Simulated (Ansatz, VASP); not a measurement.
## Two plane-wave programs on SrVO3

File POSCAR:

```
SrVO3
1.0
    3.8408994000      0.0000000000      0.0000000000
    0.0000000000      3.8408994000      0.0000000000
    0.0000000000      0.0000000000      3.8408994000
Sr V O
1 1 3
Direct
    0.5000000000      0.5000000000      0.5000000000
    0.0000000000      0.0000000000      0.0000000000
    0.5000000000      0.0000000000      0.0000000000
    0.0000000000      0.5000000000      0.0000000000
    0.0000000000      0.0000000000      0.5000000000
```

Contents of INCAR.step1:

```
SYSTEM = SrVO3
PREC = Accurate
ENCUT = 520
ISMEAR = 0
SIGMA = 0.05
LREAL = .FALSE.
LASPH = .TRUE.
NELM = 150
ISPIN = 2
MAGMOM = 0 0.91 0.02 -0.07 0.02
LMAXMIX = 4
LDAU = .TRUE.
LDAUTYPE = 2
LDAUL = -1 2 -1
LDAUU = 0 4 0
LDAUJ = 0 0 0
NBANDS = 32
GGA = PE
ALGO = Normal
EDIFF = 1E-4
LWAVE = .TRUE.
LCHARG = .FALSE.
```

The input INCAR.step2:

```
SYSTEM = SrVO3
PREC = Accurate
ENCUT = 520
EDIFF = 1E-6
ISMEAR = 0
SIGMA = 0.05
LREAL = .FALSE.
LASPH = .TRUE.
NELM = 150
ALGO = Normal
ISIF = 2
LWAVE = .FALSE.
LCHARG = .FALSE.
ISPIN = 2
MAGMOM = 0 0.91 0.02 -0.07 0.02
LORBIT = 11
LMAXMIX = 4
LDAU = .TRUE.
LDAUTYPE = 2
LDAUL = -1 2 -1
LDAUU = 0 4 0
LDAUJ = 0 0 0
LDAUPRINT = 1
METAGGA = R2SCAN
LMIXTAU = .TRUE.
NBANDS = 32
ISTART = 1
```

Contents of KPOINTS:

```
Automatic mesh
0
G
  5 5 5
  0 0 0
```

Input for Ansatz:

```yaml
crystal:
  lattice:
    - [3.8408994, 0.0, 0.0]
    - [0.0, 3.8408994, 0.0]
    - [0.0, 0.0, 3.8408994]
  atoms:
    - { symbol: Sr, position: [0.5, 0.5, 0.5] }
    - { symbol: V, position: [0.0, 0.0, 0.0], spin: 1.0 }
    - { symbol: O, position: [0.5, 0.0, 0.0] }
    - { symbol: O, position: [0.0, 0.5, 0.0] }
    - { symbol: O, position: [0.0, 0.0, 0.5] }
basis:
  ecutwfc: 500
  ecutrho_ratio: 4
kpoints:
  mp_grid: { grid: [5, 5, 5] }
hamiltonian:
  xc: r2scan
  hubbard:
    sites:
      - { site: 1, l: d, u_eff: 4.0, starting_ns: [{ spin: up, occupation_matrix: s1up }, { spin: down, occupation_matrix: s1down }] }
    occupation_matrices:
      s1up:
        matrix:
          - [0.06146, 0.13624, -0.00197, -0.13821, -0.00197]
          - [0.13624, 0.46764, -0.00649, -0.45413, -0.00649]
          - [-0.00197, -0.00649, 0.02009, 0.00658, 9.0e-05]
          - [-0.13821, -0.45413, 0.00658, 0.48071, 0.00658]
          - [-0.00197, -0.00649, 9.0e-05, 0.00658, 0.02009]
      s1down:
        matrix:
          - [0.02, 0.0, 0.0, 0.0, 0.0]
          - [0.0, 0.02, 0.0, 0.0, 0.0]
          - [0.0, 0.0, 0.02, 0.0, 0.0]
          - [0.0, 0.0, 0.0, 0.02, 0.0]
          - [0.0, 0.0, 0.0, 0.0, 0.02]
    ns_hold: { iters: 12 }
scf:
  occupations: { method: gaussian, width: 0.05 }
  lower_state_search: "off"
  max_iter: 150
output:
  forces: true
  stress: true
  eigenvalues: true
  populations: true
  hubbard: { sites: [{ site: 1, l: d }] }
magnetization:
  spin_polarized: true
```

Alike in both runs: task single point; functional r2SCAN; k mesh 5 × 5 × 5; occupations gaussian, width 0.05 eV; collinear spin; Hubbard terms V d U = 4.0 eV.

|  | VASP | Ansatz |
| --- | --- | --- |
| version | VASP 6.6.1 | Ansatz 0.2.0 |
| potentials or method | VASP PAW PBE potentials, release 64 (Sr_sv, V_sv, O), cutoff 520 eV | scalar-relativistic, plane waves, PAW |
| valence electrons in the cell | 41 | 41 |

|  | VASP | Ansatz | Ansatz less VASP |
| --- | --- | --- | --- |
| pressure (GPa) | 5.1 | 4.5 | -0.62 |
| traceless stress, the component that is largest in VASP (GPa) | -0.18 | -7.33 | -7.151 |
| net moment per atom (μB) | 0.20 | 0.20 | 0.000 |
| size of the moment on the site where the two differ most (μB) | 1.20 | 0.83 | -0.376 |

VASP's potentials were made for PBE, not for r2SCAN. Site moments also hang on the region over which each program counts them. The programs project onto different local orbitals, so the same U acts differently, and such runs can settle in different states. Ansatz's warnings: lower free energy seen, specified occupation not kept, stability check not made, symmetry narrowed by occupation matrices.
